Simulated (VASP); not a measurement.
# Ge (P6_3/mmc) in VASP: further runs

Aim: see how the results for Ge move with the level of theory and the settings. Levels: PBE, PBE+D4, revPBE. Tasks: single point.

All numbers are computed with VASP 6.6.1; they aren't measurements. Logs are shortened: lines on timing, memory, paths and dates and some standing lists are left out, and cuts for length are marked.

### 1 The cell of the first run

The structure is hexagonal, space group P6_3/mmc (No. 194). The conventional cell has a = 2.916 Å, b = 2.916 Å, c = 4.951 Å, α = 90.00°, β = 90.00°, γ = 120.00°. Within 3.8 Å of Ge (site symmetry -6m2) lie 12 Ge at 2.92 to 2.99 Å.

This isn't the form of Ge at room conditions, which is diamond.

### 2 Single point, PBE (18.23 Å³/atom)

File INCAR:

```
SYSTEM = Ge
PREC = Accurate ; ENCUT = 520
EDIFF = 1E-7 ; ISMEAR = -1
SIGMA = 0.05 ; LREAL = .FALSE.
LASPH = .TRUE. ; NELM = 60
ALGO = Normal ; ISIF = 2
LWAVE = .FALSE. ; LCHARG = .FALSE.
GGA = PE ; NBANDS = 21
```

File KPOINTS:

```
regular mesh
0
G
  15 15 8
  0 0 0
```

File POSCAR:

```
Ge
1.0
    2.9157300969      0.0000000000      0.0000000000
   -1.4578650484      2.5250963345      0.0000000000
    0.0000000000      0.0000000000      4.9512115212
Ge
2
Direct
    0.3333333333      0.6666666667      0.2500000000
    0.6666666667      0.3333333333      0.7500000000
```

Potentials or basis: VASP PAW PBE potentials, release 64 (Ge_d).

Launch:

```bash
$ cat potpaw_PBE.64/Ge_d/POTCAR > POTCAR
$ mpirun -np 1 vasp_std > vasp.out
```

OUTCAR:

```text
SYSTEM = Ge
   PREC = Accurate
   ENCUT = 520
   EDIFF = 1E-7
   ISMEAR = -1
   LREAL = .FALSE.
   LASPH = .TRUE.
   NELM = 60
   ISIF = 2
   GGA = PE

 ion  position               nearest neighbor table
   1  0.333  0.667  0.250-
   2  0.667  0.333  0.750-

  LATTYP: Found a hexagonal cell.
 ALAT       =     2.9157300969
 C/A-ratio  =     1.6981035132

  Lattice vectors:

 A1 = (   2.9157300969,   0.0000000000,   0.0000000000)
 A2 = (  -1.4578650484,   2.5250963345,   0.0000000000)
 A3 = (   0.0000000000,   0.0000000000,   4.9512115212)

Analysis of symmetry for initial positions (statically):
=====================================================================
 Subroutine PRICEL returns:
 Original cell was already a primitive cell.

 Routine SETGRP: Setting up the symmetry group for a
 hexagonal supercell.

 Subroutine GETGRP returns: Found 24 space group operations
 (whereof 12 operations were pure point group operations)
 out of a pool of 24 trial point group operations.

The static configuration has the point symmetry D_3d.
 The point group associated with its full space group is D_6h.

Analysis of symmetry for dynamics (positions and initial velocities):
=====================================================================
 Subroutine PRICEL returns:
 Original cell was already a primitive cell.

 Routine SETGRP: Setting up the symmetry group for a
 hexagonal supercell.

 Subroutine GETGRP returns: Found 24 space group operations
 (whereof 12 operations were pure point group operations)
 out of a pool of 24 trial point group operations.

The dynamic configuration has the point symmetry D_3d.
 The point group associated with its full space group is D_6h.

 Subroutine INISYM returns: Found 24 space group operations
 (whereof 12 operations are pure point group operations),
 and found     1 'primitive' translations

----------------------------------------------------------------------------------------

                                     Primitive cell

  volume of cell :      36.4533

  direct lattice vectors                    reciprocal lattice vectors
     2.915730097  0.000000000  0.000000000     0.342967273  0.198012247  0.000000000
    -1.457865048  2.525096335  0.000000000     0.000000000  0.396024495  0.000000000
     0.000000000  0.000000000  4.951211521     0.000000000  0.000000000  0.201970769

  length of vectors
     2.915730097  2.915730097  4.951211521     0.396024495  0.396024495  0.201970769

  position of ions in fractional coordinates (direct lattice)
     0.333333333  0.666666667  0.250000000
     0.666666667  0.333333333  0.750000000

  ion indices of the primitive-cell ions
   primitive index   ion index
                 1           1
                 2           2

----------------------------------------------------------------------------------------

 KPOINTS: regular mesh

Automatic generation of k-mesh.
 Grid dimensions read from file:
 generate k-points for:   15   15    8

 Generating k-lattice:

  Cartesian coordinates                     Fractional coordinates (reciprocal lattice)
     0.022864485  0.013200816  0.000000000     0.066666667  0.000000000  0.000000000
     0.000000000  0.026401633  0.000000000     0.000000000  0.066666667  0.000000000
     0.000000000  0.000000000  0.025246346     0.000000000  0.000000000  0.125000000

  Length of vectors
     0.026401633  0.026401633  0.025246346

  Shift w.r.t. Gamma in fractional coordinates (k-lattice)
     0.000000000  0.000000000  0.000000000

 Subroutine IBZKPT returns following result:
 ===========================================

 Found    135 irreducible k-points:

 Following reciprocal coordinates:
            Coordinates               Weight
  0.000000  0.000000  0.000000      1.000000
  0.066667  0.000000  0.000000      6.000000
  0.133333  0.000000  0.000000      6.000000
  0.200000  0.000000  0.000000      6.000000
  0.266667  0.000000  0.000000      6.000000
  0.333333 -0.000000  0.000000      6.000000
[... 16 lines left out ...]
  0.333333  0.200000  0.000000     12.000000
  0.400000  0.200000  0.000000      6.000000
 [... further k-points ...]
   k-points           NKPTS =    135   k-points in BZ     NKDIM =    135   number of bands    NBANDS=     21
   number of dos      NEDOS =    301   number of ions     NIONS =      2
   total plane-waves  NPLWV =  23040
   dimension x,y,z NGX =    24 NGY =   24 NGZ =   40
   dimension x,y,z NGXF=    48 NGYF=   48 NGZF=   80
   ions per type =               2
   NGX,Y,Z   is equivalent  to a cutoff of  13.68, 13.68, 13.43 a.u.
   NGXF,Y,Z  is equivalent  to a cutoff of  27.37, 27.37, 26.86 a.u.
 SYSTEM =  Ge
   PREC   = accura    normal or accurate (medium, high low for compatibility)
   ISTART =      0    job   : 0-new  1-cont  2-samecut
   ICHARG =      2    charge: 1-file 2-atom 10-const
   ISPIN  =      1    spin polarized calculation?
   LNONCOLLINEAR =      F non collinear calculations
   LSORBIT =      F    spin-orbit coupling
   LASPH  =      T    aspherical Exc in radial PAW
   ENCUT  =  520.0 eV  38.22 Ry    6.18 a.u.   5.42  5.42  9.21*2*pi/ulx,y,z
   NELM   =     60;   NELMIN=  2; NELMDL= -5     # of ELM steps
   EDIFF  = 0.1E-06   stopping-criterion for ELM
   LREAL  =      F    real-space projection
   EDIFFG = 0.1E-05   stopping-criterion for IOM
   NSW    =      0    number of steps for IOM
   IBRION =     -1    ionic relax: 0-MD 1-quasi-New 2-CG
   NFREE  =      0    steps in history (QN), initial steepest desc. (CG)
   ISIF   =      2    stress and relaxation
   ISYM   =      2    0-nonsym 1-usesym 2-fastsym
   POTIM  = 0.5000    time-step for ionic-motion
   TEBEG  =    0.0;   TEEND  =   0.0 temperature during run
   PSTRESS=    0.0 pullay stress
   NELECT =      28.0000    total number of electrons
   NUPDOWN=      -1.0000    fix difference up-down
   EMIN   =  10.00;   EMAX   =-10.00  energy-range for DOS
   EFERMI =   0.00;   METHOD = LEGACY
   ISMEAR =    -1;   SIGMA  =   0.05  broadening in eV -4-tet -1-fermi 0-gaus
   EFERMI_NEDOS =   21; number of points for ismear=-14 and -15
   IALGO  =     38    algorithm
   IMIX   =      4    mixing-type and parameters
     AMIX     =   0.40;   BMIX     =  1.00
     AMIX_MAG =   1.60;   BMIX_MAG =  1.00
  volume/ion in A,a.u.               =      18.23       123.00
  Fermi-wavevector in a.u.,A,eV,Ry     =   1.499277  2.833223 30.583611  2.247832
  Thomas-Fermi vector in A             =   2.610928
   LORBIT       =      0    0 simple, 1 ext, 2 COOP (PROOUT), +10 PAW based schemes
   GGA     = PE    functional components
   LHFCALC =     F    Hartree Fock is set to
   AEXX    =    0.0000 exact exchange contribution
   IVDW    =     0    specifies the selected vdW correction
   LEPSILON=     F    determine dielectric tensor
   LRPA    =     F    only Hartree local field effects (RPA)
 non-spin polarized calculation
  energy-cutoff  :      520.00
  volume of cell :       36.45
 maximum number of plane-waves:      1010
 NGX is ok and might be reduce to    24
   NGX = 11   NGY = 11   NGZ = 19

 number of electron      27.9999980 magnetization

 Free energy of the ion-electron system (eV)
  ---------------------------------------------------
  ext. energy  EPLUGINS =         0.00000000
  ---------------------------------------------------
  free energy    TOTEN  =        -8.35592250 eV

  energy without entropy =       -8.34831863  energy(sigma->0) =       -8.35212056

 E-fermi :   7.1373     XC(G=0): -11.4728

 val. band max:        7.1316348524   @ k =   0.2667   0.0000   0.2500
 cond. band min:       7.1399919876   @ k =   0.2000   0.2000   0.2500
 fundamental gap:      0.0083571352
 Fermi energy:         7.1372567096

 k-point     1 :       0.0000    0.0000    0.0000
  band No.  band energies     occupation
      1     -17.5863      2.00000
      2     -17.5834      2.00000
      3     -17.5746      2.00000
      4     -17.5746      2.00000
      5     -17.5676      2.00000
      6     -17.5676      2.00000
[... 13 lines left out ...]
     20      20.0881      0.00000
     21      21.8175      0.00000

 k-point     2 :       0.0667    0.0000    0.0000
  band No.  band energies     occupation
      1     -17.5867      2.00000
      2     -17.5821      2.00000
      3     -17.5726      2.00000
      4     -17.5699      2.00000
      5     -17.5662      2.00000
      6     -17.5630      2.00000
[... 13 lines left out ...]
     20      20.4352      0.00000
     21      21.0965      0.00000

 k-point     3 :       0.1333    0.0000    0.0000
  band No.  band energies     occupation
      1     -17.5934      2.00000
      2     -17.5755      2.00000
      3     -17.5711      2.00000
      4     -17.5566      2.00000
      5     -17.5560      2.00000
      6     -17.5501      2.00000
[... 13 lines left out ...]
     20      20.7583      0.00000
     21      21.1572      0.00000

 k-point     4 :       0.2000    0.0000    0.0000
  band No.  band energies     occupation
      1     -17.6040      2.00000
      2     -17.5752      2.00000
      3     -17.5623      2.00000
      4     -17.5505      2.00000
      5     -17.5426      2.00000
      6     -17.5376      2.00000
[... 13 lines left out ...]
     20      19.3481      0.00000
     21      21.2389      0.00000

 k-point     5 :       0.2667    0.0000    0.0000
  band No.  band energies     occupation
      1     -17.6158      2.00000
      2     -17.5801      2.00000
      3     -17.5634      2.00000
      4     -17.5489      2.00000
      5     -17.5479      2.00000
      6     -17.5167      2.00000
[... 13 lines left out ...]
     20      18.7788      0.00000
     21      20.7452      0.00000
[... 382 lines left out ...]
     20      20.4741      0.00000
     21      20.9847      0.00000

 k-point    22 :       0.2667    0.2000    0.0000
  band No.  band energies     occupation
      1     -17.5908      2.00000
      2     -17.5881      2.00000
      3     -17.5692      2.00000
      4     -17.5592      2.00000
      5     -17.5354      2.00000
      6     -17.5259      2.00000
[... 13 lines left out ...]
     20      20.4380      0.00000
     21      21.8562      0.00000

 k-point    23 :       0.3333    0.2000    0.0000
  band No.  band energies     occupation
      1     -17.5958      2.00000
      2     -17.5949      2.00000
      3     -17.5591      2.00000
      4     -17.5575      2.00000
      5     -17.5329      2.00000
      6     -17.5279      2.00000
[... 13 lines left out ...]
     20      20.2029      0.00000
     21      22.8628      0.00000

 k-point    24 :       0.4000    0.2000    0.0000
  band No.  band energies     occupation
      1     -17.5985      2.00000
      2     -17.5964      2.00000
      3     -17.5564      2.00000
      4     -17.5562      2.00000
      5     -17.5362      2.00000
      6     -17.5210      2.00000
[... 13 lines left out ...]
     20      20.1180      0.00000
     21      23.5015      0.00000

 [... further k-points ...]

------------------------ aborting loop because EDIFF is reached ----------------------------------------

  FORCE on cell =-STRESS in cart. coord.  units (eV):
  Direction    XX          YY          ZZ          XY          YZ          ZX
  --------------------------------------------------------------------------------------
  -------------------------------------------------------------------------------------
  Total        1.0756983      1.0756983      0.9728128      0.0000000      0.0000000      0.0000000
  in kB       47.2785696     47.2785696     42.7565949      0.0000000      0.0000000      0.0000000
  external PRESSURE =      45.7712447 kB  Pullay stress =       0.0000000 kB

 VOLUME and BASIS-vectors are now :
 -----------------------------------------------------------------------------
  energy-cutoff  :      520.00
  volume of cell :       36.45
      direct lattice vectors                 reciprocal lattice vectors
     2.915730097  0.000000000  0.000000000     0.342967273  0.198012247  0.000000000
    -1.457865048  2.525096335  0.000000000     0.000000000  0.396024495  0.000000000
     0.000000000  0.000000000  4.951211521     0.000000000  0.000000000  0.201970769

 POSITION                                       TOTAL-FORCE (eV/Angst)
 -----------------------------------------------------------------------------------
     -0.00000      1.68340      1.23780        -0.000000      0.000000      0.000000
      1.45787      0.84170      3.71341         0.000000     -0.000000      0.000000
 -----------------------------------------------------------------------------------
    total drift:                               -0.000000      0.000000     -0.000000

  FREE ENERGIE OF THE ION-ELECTRON SYSTEM (eV)
  ---------------------------------------------------
  free  energy   TOTEN  =        -8.3559225025 eV

  energy  without entropy=       -8.3483186255  energy(sigma->0) =       -8.35212056
```

Run time: 67 s. Hardware: 1 thread of Intel Xeon 8259CL, shared host; peak memory 0.21 GiB.

What came out:

```
Free energy            : -8.3559 eV
Pressure               : 4.6 GPa
Band gap on the k mesh : zero (bands 14 and 15 overlap by 10.73 eV)
```

Stress tensor (GPa, compression positive):
```
4.73 0.00 0.00
0.00 4.73 0.00
0.00 0.00 4.28
```

Levels at points of the mesh, in eV from the Fermi level:
```
           k point  band 12  band 13  band 14  band 15  band 16  band 17
(0.00, 0.00, 0.00)    -8.40    -5.83     7.64     7.64     8.67     9.45
(0.00, 0.00, 0.50)   -11.93     0.66     0.66     8.61     8.61     8.61
```

Caveat: the cell stands under pressure.

### 3 Single point, PBE+D4

File INCAR:

```
ALGO     = Normal         # electronic algorithm
EDIFF    = 1E-7           # SCF threshold, eV
ENCUT    = 520            # plane-wave cutoff, eV
GGA      = PE             # functional
ISIF     = 2              # what is computed and relaxed
ISMEAR   = -1             # smearing method
IVDW     = 13             # dispersion correction
LASPH    = T              # aspherical terms in the spheres
LCHARG   = F              # write CHGCAR
LREAL    = F              # projectors in reciprocal space
LWAVE    = F              # write WAVECAR
NBANDS   = 21             # bands
NELM     = 80             # most SCF steps
PREC     = Accurate       # precision mode
SIGMA    = 0.05           # smearing width, eV
```

File KPOINTS:

```
k-points
0
Gamma
  15 15 8
```

POSCAR is that of step 2.

Potentials or basis: VASP PAW PBE potentials, release 64 (Ge_d).

Launch:

```bash
$ cat potpaw_PBE.64/Ge_d/POTCAR > POTCAR
$ mpirun -np 1 vasp_std > vasp.out
```

Run time: 66 s. Hardware: 1 thread of Intel Xeon 8259CL, shared host; peak memory 0.22 GiB.

Results (log left out):

```yaml
Free_energy: -9.1430 eV
Pressure: 1.3 GPa
Band_gap_on_the_k_mesh: zero (bands 14 and 15 overlap by 10.73 eV)
Dispersion_energy_per_atom: -0.394 eV
```

Stress tensor (GPa, compression positive):
```
1.43 0.00 0.00
0.00 1.43 0.00
0.00 0.00 1.03
```

Levels at points of the mesh, in eV from the Fermi level:
```tsv
k point	band 10	band 11	band 12	band 13	band 14	band 15	band 16	band 17	band 18	band 19
(0.00, 0.00, 0.00)	-24.61	-13.44	-8.40	-5.83	7.64	7.64	8.67	9.45	9.45	12.58
(0.00, 0.00, 0.50)	-24.64	-11.93	-11.93	0.66	0.66	8.61	8.61	8.61	8.61	13.66
```

### 4 Single point, PBE (18.80 Å³/atom)

This run uses another cell than the first one, of 18.80 Å³/atom.

File INCAR:

```
SYSTEM = Ge
PREC = Accurate ; ENCUT = 520
EDIFF = 1E-6 ; ISMEAR = -1
SIGMA = 0.05 ; LREAL = .False.
LASPH = .True. ; NELM = 80
ALGO = Normal ; ISIF = 2
LWAVE = .False. ; LCHARG = .True.
GGA = PE ; LELF = .True.
LVHAR = .True. ; NBANDS = 21
```

File KPOINTS:

```
regular mesh
0
Gamma
  15 15 8
  0 0 0
```

File POSCAR:

```
Ge
1.0
    2.9459020178      0.0000000000      0.0000000000
   -1.4729510089      2.5512259844      0.0000000000
    0.0000000000      0.0000000000      5.0024465661
Ge
2
Direct
    0.3333333333      0.6666666667      0.2500000000
    0.6666666667      0.3333333333      0.7500000000
```

Launch:

```bash
$ cat potpaw_PBE.64/Ge_d/POTCAR > POTCAR
$ mpirun -np 1 vasp_std > vasp.out
```

Wall time 62 s (1 thread of Intel Xeon 8259CL, shared host); peak memory 0.21 GiB.

The run converged. Its results:

| Quantity | Value |
| --- | --- |
| Free energy | -8.3801 eV |
| Pressure | 2.1 GPa |
| Band gap on the k mesh | zero (bands 14 and 15 overlap by 10.38 eV) |

Stress tensor (GPa, compression positive):
```
2.17 0.00 0.00
0.00 2.17 0.00
0.00 0.00 2.00
```

Levels at points of the mesh, in eV from the Fermi level:
```
           k point  band 11  band 12  band 13  band 14  band 15  band 16  band 17  band 18
(0.00, 0.00, 0.00)   -13.18    -8.33    -5.64     7.40     7.40     8.38     9.15     9.15
(0.00, 0.00, 0.50)   -11.71   -11.71     0.63     0.63     8.33     8.33     8.33     8.33
```

(Part 1 of 2 ends here.)
